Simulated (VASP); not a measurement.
# Ti12H (a cell with a defect) in VASP: single point with PBEsol

Aim: the single point of Ti12H (a cell with a defect) with PBEsol.

Everything below comes from runs of VASP 6.6.1. Logs are shortened: lines on timing, memory, paths and dates and some standing lists are left out, and cuts for length are marked.

## Step 1: The cell of the first run

The cell holds a defect, 13 atoms: a = 5.900 Å, b = 8.850 Å, c = 4.685 Å, α = 90.00°, β = 90.00°, γ = 120.00°.

## Step 2: Single point, PBEsol

INCAR

```
SYSTEM = Ti12H
PREC = Accurate
ENCUT = 520
EDIFF = 1E-6
ISMEAR = 0
SIGMA = 0.1
LREAL = .FALSE.
LASPH = .TRUE.
NELM = 80
ALGO = Normal
ISIF = 2
LWAVE = .FALSE.
LCHARG = .FALSE.
GGA = PS
NBANDS = 84
```

KPOINTS

```
regular mesh
0
G
  4 3 5
  0 0 0
```

POSCAR

```
Ti12H
1.0
    5.9000000000      0.0000000000      0.0000000000
   -4.4250000000      7.6643250000      0.0000000000
    0.0000000000      0.0000000000      4.6846000000
Ti H
12 1
Direct
    0.0003509916      0.0008332451      0.0044924685
    0.1643290050      0.2203274634      0.5008642225
    0.0029980669      0.3309959280      0.0011732735
    0.1757232299      0.5589044734      0.4999363514
    0.0024618525      0.6704437792     -0.0011357176
    0.1682128949      0.8904998688      0.4993101535
    0.4980430949     -0.0011552033      0.0019157806
    0.6631423485      0.2181992312      0.5017845653
    0.4916802791      0.3307003956      0.0008751165
    0.6629471124      0.5583158998      0.5004355100
    0.5017736948      0.6691016716      0.0007167219
    0.6654889956      0.8884068242      0.4970560082
    0.8319539338      0.4451703229      0.7518869457
```

Potentials or basis: VASP PAW PBE potentials, release 64 (Ti_sv, H).

Started as:

```
$ cat potpaw_PBE.64/Ti_sv/POTCAR potpaw_PBE.64/H/POTCAR > POTCAR
$ mpirun -np 1 vasp_std > vasp.out
```

OUTCAR:

```text
SYSTEM = Ti12H
   PREC = Accurate
   ENCUT = 520
   EDIFF = 1E-6
   ISMEAR = 0
   LREAL = .FALSE.
   LASPH = .TRUE.
   NELM = 80
   ISIF = 2
   GGA = PS

 ion  position               nearest neighbor table
   1  0.000  0.001  0.004-   2 2.87  12 2.87   6 2.88   2 2.90   9 2.91   3 2.91   6 2.92
   2  0.164  0.220  0.501-   1 2.87   3 2.88   9 2.88   9 2.88   3 2.88   1 2.90
   3  0.003  0.331  0.001-   2 2.88   2 2.88   9 2.88   8 2.91   1 2.91   4 2.92   8 2.92
   4  0.176  0.559  0.500-  11 2.87  10 2.88  11 2.88  12 2.90   5 2.91   3 2.92
   5  0.002  0.670  0.999-   6 2.88   6 2.89  10 2.91   4 2.91   7 2.92  10 2.92
   6  0.168  0.890  0.499-   7 2.88   1 2.88   5 2.88   5 2.89   7 2.90   8 2.91   1 2.92
   7  0.498  0.999  0.002-   6 2.88  12 2.88   8 2.88   8 2.88   6 2.90  12 2.91   5 2.92
   8  0.663  0.218  0.502-   7 2.88   7 2.88   6 2.91   9 2.91   3 2.91   3 2.92   9 2.92
   9  0.492  0.331  0.001-   2 2.88   2 2.88   3 2.88   1 2.91   8 2.91  10 2.92   8 2.92
  10  0.663  0.558  0.500-  11 2.88   4 2.88  11 2.88   5 2.91  12 2.91   9 2.92   5 2.92
  11  0.502  0.669  0.001-  12 2.87   4 2.87  10 2.88   4 2.88  10 2.88  12 2.90
  12  0.665  0.888  0.497-  11 2.87   1 2.87   7 2.88  11 2.90   4 2.90   7 2.91  10 2.91
  13  0.832  0.445  0.752-

  LATTYP: Found a simple monoclinic cell.
 ALAT       =     5.9000000000
 B/A-ratio  =     0.7940000000
 C/A-ratio  =     1.3228756849
 COS(beta)  =    -0.1889822323

  Lattice vectors:

 A1 = (   5.9000000000,   0.0000000000,   0.0000000000)
 A2 = (   0.0000000000,   0.0000000000,   4.6846000000)
 A3 = (  -1.4750000000,  -7.6643250000,   0.0000000000)

Analysis of symmetry for initial positions (statically):
=====================================================================
 Subroutine PRICEL returns:
 Original cell was already a primitive cell.

 Routine SETGRP: Setting up the symmetry group for a
 simple monoclinic supercell.

 Subroutine GETGRP returns: Found  1 space group operations
 (whereof  1 operations were pure point group operations)
 out of a pool of  4 trial point group operations.

The static configuration has the point symmetry C_1 .

Analysis of symmetry for dynamics (positions and initial velocities):
=====================================================================
 Subroutine PRICEL returns:
 Original cell was already a primitive cell.

 Routine SETGRP: Setting up the symmetry group for a
 simple monoclinic supercell.

 Subroutine GETGRP returns: Found  1 space group operations
 (whereof  1 operations were pure point group operations)
 out of a pool of  4 trial point group operations.

The dynamic configuration has the point symmetry C_1 .

 Subroutine INISYM returns: Found  1 space group operations
 (whereof  1 operations are pure point group operations),
 and found     1 'primitive' translations

----------------------------------------------------------------------------------------

                                     Primitive cell

  volume of cell :     211.8354

  direct lattice vectors                    reciprocal lattice vectors
     5.900000000  0.000000000  0.000000000     0.169491525  0.097855976  0.000000000
    -4.425000000  7.664325000  0.000000000     0.000000000  0.130474634  0.000000000
     0.000000000  0.000000000  4.684600000     0.000000000  0.000000000  0.213465397

  length of vectors
     5.900000000  8.850000153  4.684600000     0.195711955  0.130474634  0.213465397

  position of ions in fractional coordinates (direct lattice)
     0.000350992  0.000833245  0.004492468
     0.164329005  0.220327463  0.500864222
     0.002998067  0.330995928  0.001173274
     0.175723230  0.558904473  0.499936351
     0.002461852  0.670443779  0.998864282
     0.168212895  0.890499869  0.499310153
     0.498043095  0.998844797  0.001915781
     0.663142349  0.218199231  0.501784565
     0.491680279  0.330700396  0.000875116
     0.662947112  0.558315900  0.500435510
     0.501773695  0.669101672  0.000716722
     0.665488996  0.888406824  0.497056008
     0.831953934  0.445170323  0.751886946

  ion indices of the primitive-cell ions
   primitive index   ion index
                 1           1
                 2           2
                 3           3
                 4           4
                 5           5
                 6           6
                 7           7
                 8           8
                 9           9
                10          10
                11          11
                12          12
                13          13

----------------------------------------------------------------------------------------

 KPOINTS: regular mesh

Automatic generation of k-mesh.
 Grid dimensions read from file:
 generate k-points for:    4    3    5

 Generating k-lattice:

  Cartesian coordinates                     Fractional coordinates (reciprocal lattice)
     0.042372881  0.024463994  0.000000000     0.250000000  0.000000000  0.000000000
     0.000000000  0.043491545  0.000000000     0.000000000  0.333333333  0.000000000
     0.000000000  0.000000000  0.042693079     0.000000000  0.000000000  0.200000000

  Length of vectors
     0.048927989  0.043491545  0.042693079

  Shift w.r.t. Gamma in fractional coordinates (k-lattice)
     0.000000000  0.000000000  0.000000000

 Subroutine IBZKPT returns following result:
 ===========================================

 Found     31 irreducible k-points:

 Following reciprocal coordinates:
            Coordinates               Weight
  0.000000  0.000000  0.000000      1.000000
  0.250000  0.000000  0.000000      2.000000
  0.500000  0.000000  0.000000      1.000000
  0.000000  0.333333  0.000000      2.000000
  0.250000  0.333333  0.000000      2.000000
  0.500000  0.333333  0.000000      2.000000
[... 16 lines left out ...]
  0.500000  0.000000  0.400000      2.000000
  0.000000  0.333333  0.400000      2.000000
 [... further k-points ...]
   k-points           NKPTS =     31   k-points in BZ     NKDIM =     31   number of bands    NBANDS=     84
   number of dos      NEDOS =    301   number of ions     NIONS =     13
   total plane-waves  NPLWV = 120960
   dimension x,y,z NGX =    48 NGY =   70 NGZ =   36
   dimension x,y,z NGXF=    96 NGYF=  140 NGZF=   72
   ions per type =              12   1
   NGX,Y,Z   is equivalent  to a cutoff of  13.53, 13.15, 12.78 a.u.
   NGXF,Y,Z  is equivalent  to a cutoff of  27.05, 26.30, 25.55 a.u.
 SYSTEM =  Ti12H
   PREC   = accura    normal or accurate (medium, high low for compatibility)
   ISTART =      0    job   : 0-new  1-cont  2-samecut
   ICHARG =      2    charge: 1-file 2-atom 10-const
   ISPIN  =      1    spin polarized calculation?
   LNONCOLLINEAR =      F non collinear calculations
   LSORBIT =      F    spin-orbit coupling
   LASPH  =      T    aspherical Exc in radial PAW
   ENCUT  =  520.0 eV  38.22 Ry    6.18 a.u.  10.97 16.46  8.71*2*pi/ulx,y,z
   NELM   =     80;   NELMIN=  2; NELMDL= -5     # of ELM steps
   EDIFF  = 0.1E-05   stopping-criterion for ELM
   LREAL  =      F    real-space projection
   EDIFFG = 0.1E-04   stopping-criterion for IOM
   NSW    =      0    number of steps for IOM
   IBRION =     -1    ionic relax: 0-MD 1-quasi-New 2-CG
   NFREE  =      0    steps in history (QN), initial steepest desc. (CG)
   ISIF   =      2    stress and relaxation
   ISYM   =      2    0-nonsym 1-usesym 2-fastsym
   POTIM  = 0.5000    time-step for ionic-motion
   TEBEG  =    0.0;   TEEND  =   0.0 temperature during run
   PSTRESS=    0.0 pullay stress
   NELECT =     145.0000    total number of electrons
   NUPDOWN=      -1.0000    fix difference up-down
   EMIN   =  10.00;   EMAX   =-10.00  energy-range for DOS
   EFERMI =   0.00;   METHOD = LEGACY
   ISMEAR =     0;   SIGMA  =   0.10  broadening in eV -4-tet -1-fermi 0-gaus
   EFERMI_NEDOS =   21; number of points for ismear=-14 and -15
   IALGO  =     38    algorithm
   IMIX   =      4    mixing-type and parameters
     AMIX     =   0.40;   BMIX     =  1.00
     AMIX_MAG =   1.60;   BMIX_MAG =  1.00
  volume/ion in A,a.u.               =      16.30       109.96
  Fermi-wavevector in a.u.,A,eV,Ry     =   1.442773  2.726446 28.321806  2.081594
  Thomas-Fermi vector in A             =   2.561256
   LORBIT       =      0    0 simple, 1 ext, 2 COOP (PROOUT), +10 PAW based schemes
   GGA     = PS    functional components
   LHFCALC =     F    Hartree Fock is set to
   AEXX    =    0.0000 exact exchange contribution
   IVDW    =     0    specifies the selected vdW correction
   LEPSILON=     F    determine dielectric tensor
   LRPA    =     F    only Hartree local field effects (RPA)
 non-spin polarized calculation
 Gauss-broadening in eV      SIGMA  =   0.10
  energy-cutoff  :      520.00
  volume of cell :      211.84
 maximum number of plane-waves:      5724
 NGX is ok and might be reduce to    48
   NGX = 21   NGY = 33   NGZ = 17

 number of electron     144.9999998 magnetization

 Free energy of the ion-electron system (eV)
  ---------------------------------------------------
  ext. energy  EPLUGINS =         0.00000000
  ---------------------------------------------------
  free energy    TOTEN  =      -103.79194105 eV

  energy without entropy =     -103.71091589  energy(sigma->0) =     -103.75142847

 E-fermi :   8.1409     XC(G=0): -11.6144

 val. band max:        8.1396293243   @ k =   0.2500  -0.3333   0.4000
 cond. band min:       8.1510818330   @ k =   0.2500   0.0000   0.2000
 fundamental gap:      0.0114525087
 Fermi energy:         8.1409158107

 k-point     1 :       0.0000    0.0000    0.0000
  band No.  band energies     occupation
      1     -48.5292      2.00000
      2     -48.4639      2.00000
      3     -48.4354      2.00000
      4     -48.4344      2.00000
      5     -48.4219      2.00000
      6     -48.4149      2.00000
[... 76 lines left out ...]
     83       8.9104      0.00000
     84       8.9435      0.00000

 k-point     2 :       0.2500    0.0000    0.0000
  band No.  band energies     occupation
      1     -48.5157      2.00000
      2     -48.4677      2.00000
      3     -48.4524      2.00000
      4     -48.4312      2.00000
      5     -48.4223      2.00000
      6     -48.4055      2.00000
[... 1903 lines left out ...]
     83       8.6673      0.00000
     84       8.7602      0.00000

 k-point    24 :       0.0000    0.3333    0.4000
  band No.  band energies     occupation
      1     -48.4807      2.00000
      2     -48.4554      2.00000
      3     -48.4480      2.00000
      4     -48.4323      2.00000
      5     -48.4209      2.00000
      6     -48.4089      2.00000
[... 76 lines left out ...]
     83       8.9687      0.00000
     84       9.0548      0.00000

 [... further k-points ...]
[... 5 lines left out ...]
  --------------------------------------------------------------------------------------
  -------------------------------------------------------------------------------------
  Total       -6.9137805     -6.6970244     -7.2311934      0.1196706     -0.0038820      0.0165527
  in kB      -52.2910943    -50.6517003    -54.6917876      0.9051064     -0.0293609      0.1251935
  external PRESSURE =     -52.5448607 kB  Pullay stress =       0.0000000 kB

 VOLUME and BASIS-vectors are now :
 -----------------------------------------------------------------------------
  energy-cutoff  :      520.00
  volume of cell :      211.84
      direct lattice vectors                 reciprocal lattice vectors
     5.900000000  0.000000000  0.000000000     0.169491525  0.097855976  0.000000000
    -4.425000000  7.664325000  0.000000000     0.000000000  0.130474634  0.000000000
     0.000000000  0.000000000  4.684600000     0.000000000  0.000000000  0.213465397

 POSITION                                       TOTAL-FORCE (eV/Angst)
 -----------------------------------------------------------------------------------
     -0.00162      0.00639      0.02105        -0.006072     -0.006561      0.019880
     -0.00541      1.68866      2.34635        -0.001838      0.002581     -0.005179
     -1.44697      2.53686      0.00550         0.003461     -0.003469      0.002524
     -1.43639      4.28363      2.34200        -0.013807      0.000202      0.003119
     -2.95219      5.13850      4.67928        -0.003028      0.019639      0.011468
     -2.94801      6.82508      2.33907        -0.014383     -0.014516     -0.014937
     -1.48143      7.65547      0.00897         0.006878      0.005490      0.011596
      2.94701      1.67235      2.35066         0.003332      0.017548      0.005667
      1.43756      2.53460      0.00410        -0.027456     -0.017740      0.015310
      1.44084      4.27911      2.34434         0.003394      0.008651     -0.011549
     -0.00031      5.12821      0.00336         0.009411     -0.006040     -0.000587
     -0.00482      6.80904      2.32851         0.017234      0.008399     -0.018860
      2.93865      3.41193      3.52229         0.022873     -0.014185     -0.018451
 -----------------------------------------------------------------------------------
    total drift:                               -0.000541      0.000087      0.000446

  FREE ENERGIE OF THE ION-ELECTRON SYSTEM (eV)
  ---------------------------------------------------
  free  energy   TOTEN  =      -103.7919410454 eV

  energy  without entropy=     -103.7109158925  energy(sigma->0) =     -103.75142847
```

Wall time 23 min (1 thread of Intel Xeon Platinum 8259CL at 2.50GHz (Skylake/Cascade Lake), shared host); peak memory 0.57 GiB.

Results:

* Free energy: -103.7919 eV
* Pressure: -5.3 GPa
* Largest force: 0.036 eV/Å

Forces in eV/Å, atoms in the order of the input:
```
Ti  -0.006 -0.007  0.020
Ti  -0.002  0.003 -0.005
Ti   0.003 -0.003  0.003
Ti  -0.014  0.000  0.003
Ti  -0.003  0.020  0.011
Ti  -0.014 -0.015 -0.015
Ti   0.007  0.005  0.012
Ti   0.003  0.018  0.006
Ti  -0.027 -0.018  0.015
Ti   0.003  0.009 -0.012
Ti   0.009 -0.006 -0.001
Ti   0.017  0.008 -0.019
H    0.023 -0.014 -0.018
```

Levels at points of the mesh, in eV from the Fermi level:
```tsv
k point	band 69	band 70	band 71	band 72	band 73	band 74	band 75	band 76
(0.00, 0.00, 0.00)	-0.66	-0.60	0.08	0.28	0.38	0.48	0.50	0.54
(0.50, 0.00, 0.00)	-0.71	-0.70	-0.51	-0.45	0.01	0.19	0.29	0.35
```

Caveat: the PAW data sets were made with another functional, which shifts forces and pressure a little.
